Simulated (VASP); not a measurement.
# Be3Se2S (P1) in VASP: relaxation of cell and atoms with PBE

Aim: the relaxation of cell and atoms of Be3Se2S with PBE.

All numbers are computed with VASP 6.6.1; they aren't measurements. Logs are shortened: lines on timing, memory, paths and dates and some standing lists are left out, and cuts for length are marked.

### 1 The cell of the first run

The typed cell holds 12 atoms: a = 6.245 Å, b = 6.168 Å, c = 6.337 Å, α = 80.23°, β = 59.57°, γ = 69.35°.

### 2 Relaxation of cell and atoms, PBE

INCAR

```
PREC = Accurate
ENCUT = 600
EDIFF = 1E-6
ISMEAR = 0
SIGMA = 0.1
LREAL = False
LASPH = True
NELM = 100
ALGO = Normal
ISIF = 3
LWAVE = False
LCHARG = False
GGA = PE
IBRION = 2
NSW = 80
EDIFFG = -0.025
```

KPOINTS

```
regular mesh
0
Gamma
  4 2 4
```

POSCAR

```
Be3Se2S
1.0
    3.5646549870      0.0501752055     -5.1275782456
   -3.4974164335     -0.0146801927     -5.0799927411
    1.8309627541      5.4900426454     -2.5826268616
Be Se S
6 4 2
Direct
    0.7418525209      0.9306965554      0.3205059618
    0.2128905857      0.3941606165      0.3256436257
    0.0512704105      0.8524479635      0.6498612570
    0.4921371581      0.3974082686      0.6604344623
    0.3926672562      0.8330830003     -0.0031863217
    0.8352525078      0.3708287867      0.0223246036
    0.6751306893      1.0214547422      0.6432792805
    0.2085294839      0.4612771210      0.6882753808
    0.3749764675      0.9809281144      0.3551758407
    0.8199961092      0.4945270279      0.2797706836
    0.4500322633      0.4996610121      1.0403887404
   -0.0047354524      0.0135267914      1.0175264854
```

Potentials or basis: VASP PAW PBE potentials, release 64 (Be, Se, S).

The run is started by

```
cat potpaw_PBE.64/Be/POTCAR potpaw_PBE.64/Se/POTCAR potpaw_PBE.64/S/POTCAR > POTCAR
mpirun -np 1 vasp_std > vasp.out
```

OUTCAR:

```text
PREC = Accurate
   ENCUT = 600
   EDIFF = 1E-6
   ISMEAR = 0
   LREAL = False
   LASPH = True
   NELM = 100
   ISIF = 3
   GGA = PE
   IBRION = 2
   NSW = 80
   EDIFFG = -0.025

 ion  position               nearest neighbor table
   1  0.742  0.931  0.321-  12 1.90   7 2.01   9 2.10
   2  0.213  0.394  0.326-  11 1.86   8 2.39   9 2.40  10 2.47
   3  0.051  0.852  0.650-   7 2.23   9 2.24   8 2.28  12 2.50
   4  0.492  0.397  0.660-   8 1.59   7 2.19  10 2.40  11 2.45
   5  0.393  0.833  0.997-  11 1.95  12 2.28   7 2.46   9 2.53
   6  0.835  0.371  0.022-  10 1.86  12 2.07  11 2.20   8 2.40
   7  0.675  0.021  0.643-   1 2.01   4 2.19   3 2.23   5 2.46
   8  0.209  0.461  0.688-   4 1.59   3 2.28   2 2.39   6 2.40
   9  0.375  0.981  0.355-   1 2.10   3 2.24   2 2.40   5 2.53
  10  0.820  0.495  0.280-   6 1.86   4 2.40   2 2.47
  11  0.450  0.500  0.040-   2 1.86   5 1.95   6 2.20   4 2.45
  12  0.995  0.014  0.018-   1 1.90   6 2.07   5 2.28   3 2.50

  LATTYP: Found a triclinic cell.
 ALAT       =     6.2509698503
 B/A-ratio  =     1.7485939139
 C/A-ratio  =     0.9866521773
 COS(alpha) =     0.0045874618
 COS(beta)  =     0.1801348227
 COS(gamma) =     0.8663326691

  Lattice vectors:

 A1 = (   1.7336922329,  -5.4398674399,  -2.5449513840)
 A2 = (  -0.0972705212, -10.9299100853,   0.0376754776)
 A3 = (  -3.4974164335,  -0.0146801927,  -5.0799927411)

Analysis of symmetry for initial positions (statically):
=====================================================================
 Subroutine PRICEL returns:
 Original cell was already a primitive cell.

 Routine SETGRP: Setting up the symmetry group for a
 triclinic supercell.

 Subroutine GETGRP returns: Found  1 space group operations
 (whereof  1 operations were pure point group operations)
 out of a pool of  2 trial point group operations.

The static configuration has the point symmetry C_1 .

Analysis of symmetry for dynamics (positions and initial velocities):
=====================================================================
 Subroutine PRICEL returns:
 Original cell was already a primitive cell.

 Routine SETGRP: Setting up the symmetry group for a
 triclinic supercell.

 Subroutine GETGRP returns: Found  1 space group operations
 (whereof  1 operations were pure point group operations)
 out of a pool of  2 trial point group operations.

The dynamic configuration has the point symmetry C_1 .

 Subroutine INISYM returns: Found  1 space group operations
 (whereof  1 operations are pure point group operations),
 and found     1 'primitive' translations

[... 124 lines left out ...]
   ISMEAR =     0;   SIGMA  =   0.10  broadening in eV -4-tet -1-fermi 0-gaus
   EFERMI_NEDOS =   21; number of points for ismear=-14 and -15
   IALGO  =     38    algorithm
   IMIX   =      4    mixing-type and parameters
     AMIX     =   0.40;   BMIX     =  1.00
     AMIX_MAG =   1.60;   BMIX_MAG =  1.00
  volume/ion in A,a.u.               =      16.41       110.76
  Fermi-wavevector in a.u.,A,eV,Ry     =   1.022598  1.932429 14.227694  1.045706
  Thomas-Fermi vector in A             =   2.156286
   LORBIT       =      0    0 simple, 1 ext, 2 COOP (PROOUT), +10 PAW based schemes
   GGA     = PE    functional components
   LHFCALC =     F    Hartree Fock is set to
   AEXX    =    0.0000 exact exchange contribution
   IVDW    =     0    specifies the selected vdW correction
   LEPSILON=     F    determine dielectric tensor
   LRPA    =     F    only Hartree local field effects (RPA)
 conjugate gradient relaxation of ions
 non-spin polarized calculation
 Gauss-broadening in eV      SIGMA  =   0.10
  energy-cutoff  :      600.00
  volume of cell :      196.95
 maximum number of plane-waves:      6604
 NGX is ok and might be reduce to    50
   NGX = 25   NGY = 25   NGZ = 25

--------------------------------------- Ionic step        1  -------------------------------------------

 number of electron      48.0000001 magnetization

 Free energy of the ion-electron system (eV)
  ---------------------------------------------------
  ext. energy  EPLUGINS =         0.00000000
  ---------------------------------------------------
  free energy    TOTEN  =       -48.37203607 eV

  energy without entropy =      -48.37203607  energy(sigma->0) =      -48.37203607

------------------------ aborting loop because EDIFF is reached ----------------------------------------

  FORCE on cell =-STRESS in cart. coord.  units (eV):
  Direction    XX          YY          ZZ          XY          YZ          ZX
  --------------------------------------------------------------------------------------
  -------------------------------------------------------------------------------------
  Total       15.1874173      8.6413518     15.7325236     -3.0667284     -0.3994726     -9.6064604
  in kB      123.5501267     70.2976744    127.9845842    -24.9479338     -3.2497223    -78.1488638
  external PRESSURE =     107.2774618 kB  Pullay stress =       0.0000000 kB
[... 119 lines left out ...]
  FREE ENERGIE OF THE ION-ELECTRON SYSTEM (eV)
  ---------------------------------------------------
  free  energy   TOTEN  =       -53.4962025356 eV

  energy  without entropy=      -53.4962025356  energy(sigma->0) =      -53.49620254

 E-fermi :   3.9577     XC(G=0):  -9.3165

 val. band max:        3.4762113847   @ k =   0.0000   0.0000   0.0000
 cond. band min:       5.8431386201   @ k =   0.5000   0.5000   0.5000
 fundamental gap:      2.3669272354
 Fermi energy:         3.9576953013

 k-point     1 :       0.0000    0.0000    0.0000
  band No.  band energies     occupation
      1     -10.3436      2.00000
      2      -9.0877      2.00000
      3      -8.8091      2.00000
      4      -8.7501      2.00000
      5      -8.6040      2.00000
      6      -8.5407      2.00000
[... 669 lines left out ...]
     30       8.1860      0.00000
     31       8.4450      0.00000

[... ionic steps 4 to 17 ...]

--------------------------------------- Ionic step       18  -------------------------------------------

 number of electron      47.9999999 magnetization

------------------------ aborting loop because EDIFF is reached ----------------------------------------
[... 87 lines left out ...]
--------------------------------------- Ionic step       20  -------------------------------------------

 number of electron      47.9999999 magnetization

 Free energy of the ion-electron system (eV)
  ---------------------------------------------------
  ext. energy  EPLUGINS =         0.00000000
  ---------------------------------------------------
  free energy    TOTEN  =       -55.33111879 eV

  energy without entropy =      -55.33111879  energy(sigma->0) =      -55.33111879

 E-fermi :   3.9898     XC(G=0):  -9.4538

 val. band max:        3.5431931105   @ k =   0.0000   0.0000   0.0000
 cond. band min:       6.2173723319   @ k =  -0.0000   0.0000   0.5000
 fundamental gap:      2.6741792214
 Fermi energy:         3.9898344977

 k-point     1 :       0.0000    0.0000    0.0000
  band No.  band energies     occupation
      1     -10.2179      2.00000
      2      -8.8717      2.00000
      3      -8.5599      2.00000
      4      -8.5332      2.00000
      5      -8.3779      2.00000
      6      -8.3665      2.00000
[... 708 lines left out ...]
  FREE ENERGIE OF THE ION-ELECTRON SYSTEM (eV)
  ---------------------------------------------------
  free  energy   TOTEN  =       -55.3311187889 eV

  energy  without entropy=      -55.3311187889  energy(sigma->0) =      -55.33111879

 reached required accuracy - stopping structural energy minimisation
```

OSZICAR:

```text
N       E                     dE             d eps       ncg     rms          rms(c)
DAV:   1     0.242121158050E+03    0.24212E+03   -0.21272E+04  1240   0.147E+03
DAV:   2    -0.254323406433E+02   -0.26755E+03   -0.25546E+03  1587   0.233E+02
[... 188 lines left out ...]
       N       E                     dE             d eps       ncg     rms          rms(c)
DAV:   1    -0.553309748036E+02   -0.20634E-03   -0.50744E-02  1240   0.101E+00    0.127E-01
DAV:   2    -0.553311472240E+02   -0.17242E-03   -0.30201E-03  1536   0.254E-01    0.583E-02
DAV:   3    -0.553311258462E+02    0.21378E-04   -0.68019E-05  1603   0.492E-02    0.374E-02
DAV:   4    -0.553311173893E+02    0.84569E-05   -0.28017E-05  1520   0.235E-02    0.157E-02
DAV:   5    -0.553311184314E+02   -0.10421E-05   -0.44466E-06  1343   0.996E-03    0.508E-03
DAV:   6    -0.553311187889E+02   -0.35751E-06   -0.37202E-07   956   0.311E-03
  20 F= -.55331119E+02 E0= -.55331119E+02  d E =-.350302E-03
```

Run time: 41 min. Hardware: 1 thread of Intel Xeon 6975P-C (Granite Rapids), shared host; peak memory 0.48 GiB.

What came out:

```
Free energy                            : -55.3311 eV
Relaxed volume                         : 16.37 Å³/atom
Relaxed cell                           : a = 6.219 Å, b = 6.216 Å, c = 6.223 Å, α = 80.43°, β = 60.02°, γ = 70.57°
Space group after relaxing (to 0.05 Å) : Imm2 (No. 44)
Energy gained by relaxing              : 579.9 meV/atom
Ionic steps                            : 20
Pressure after relaxing                : 0.0 GPa
Largest force after relaxing           : 0.020 eV/Å
Band gap on the k mesh                 : 2.67 eV, indirect (least direct gap 2.85 eV)
```

Forces in eV/Å, atoms in the order of the input:
```
Be  -0.007  0.006 -0.006
Be   0.012 -0.005  0.005
Be   0.002  0.002  0.011
Be   0.005  0.000 -0.005
Be  -0.003 -0.002 -0.001
Be   0.005  0.002 -0.001
Se  -0.010 -0.004 -0.008
Se   0.012 -0.013 -0.006
Se  -0.007  0.003  0.019
Se  -0.008  0.003  0.004
S   -0.001  0.008 -0.009
S    0.001  0.000 -0.002
```

Step by step:
```csv
step,energy change (eV),largest force (eV/Å),pressure (GPa),volume (Å³)
1,0.0000,17.1676,10.73,196.95
2,-4.2733,2.3728,-5.74,229.57
3,-5.1242,2.1666,-3.10,211.78
4,-6.1487,1.2790,-1.84,203.53
5,-6.4709,1.1600,0.85,195.77
6,-6.7311,0.6226,0.33,195.99
7,-6.7653,0.6742,0.28,196.10
8,-6.8729,0.3688,-0.24,197.12
9,-6.8912,0.3672,-0.48,197.75
10,-6.9288,0.1863,0.12,196.23
11,-6.9342,0.2092,0.48,195.38
12,-6.9462,0.1516,-0.13,196.87
13,-6.9470,0.1736,-0.33,197.38
14,-6.9538,0.0980,-0.03,196.67
15,-6.9545,0.1202,0.09,196.38
16,-6.9573,0.0650,0.02,196.52
17,-6.9576,0.0665,0.00,196.58
18,-6.9587,0.0295,-0.03,196.64
19,-6.9587,0.0353,-0.03,196.66
20,-6.9591,0.0204,0.03,196.50
```

Final structure:
```yaml
crystal:
  lattice:
    - [3.59292, -0.00010, -5.07620]
    - [-3.59017, -0.00063, -5.07401]
    - [1.79618, 5.39007, -2.53897]
  atoms:
    - { symbol: Be, position: [0.72020, 0.87893, 0.31945] }
    - { symbol: Be, position: [0.21925, 0.37984, 0.31993] }
    - { symbol: Be, position: [0.03975, 0.87992, 0.68012] }
    - { symbol: Be, position: [0.53871, 0.37919, 0.68031] }
    - { symbol: Be, position: [0.36657, 0.86601, 0.00011] }
    - { symbol: Be, position: [0.86584, 0.36616, 0.00006] }
    - { symbol: Se, position: [0.66563, 0.99960, 0.66905] }
    - { symbol: Se, position: [0.16459, 0.50035, 0.66943] }
    - { symbol: Se, position: [0.33510, 0.00018, 0.33075] }
    - { symbol: Se, position: [0.83431, 0.49961, 0.33093] }
    - { symbol: S, position: [0.49975, 0.50004, 0.99987] }
    - { symbol: S, position: [0.00031, 0.00018, 0.99999] }
```

Levels at points of the mesh, in eV from the valence-band top:
| k point | band 22 | band 23 | band 24 | band 25 | band 26 | band 27 |
| --- | --- | --- | --- | --- | --- | --- |
| (0.00, 0.00, 0.00) | -0.13 | -0.12 | 0.00 | 4.02 | 4.48 | 4.50 |
| (0.50, 0.00, 0.00) | -1.64 | -0.85 | -0.85 | 4.16 | 4.17 | 5.05 |
| (0.00, 0.50, 0.00) | -0.71 | -0.68 | -0.67 | 4.61 | 4.61 | 4.66 |
| (0.50, 0.50, 0.00) | -1.24 | -1.12 | -0.89 | 2.68 | 4.32 | 4.33 |
| (0.00, 0.00, 0.50) | -1.11 | -0.84 | -0.17 | 2.67 | 4.28 | 4.50 |
| (0.50, 0.00, 0.50) | -1.64 | -0.85 | -0.85 | 4.16 | 4.16 | 5.05 |
| (0.00, 0.50, 0.50) | -1.79 | -1.48 | -1.47 | 4.14 | 4.14 | 4.59 |
| (0.50, 0.50, 0.50) | -1.24 | -1.12 | -0.89 | 2.68 | 4.32 | 4.32 |

Caveat: the k points lie up to 0.54 Å⁻¹ apart in the final cell.
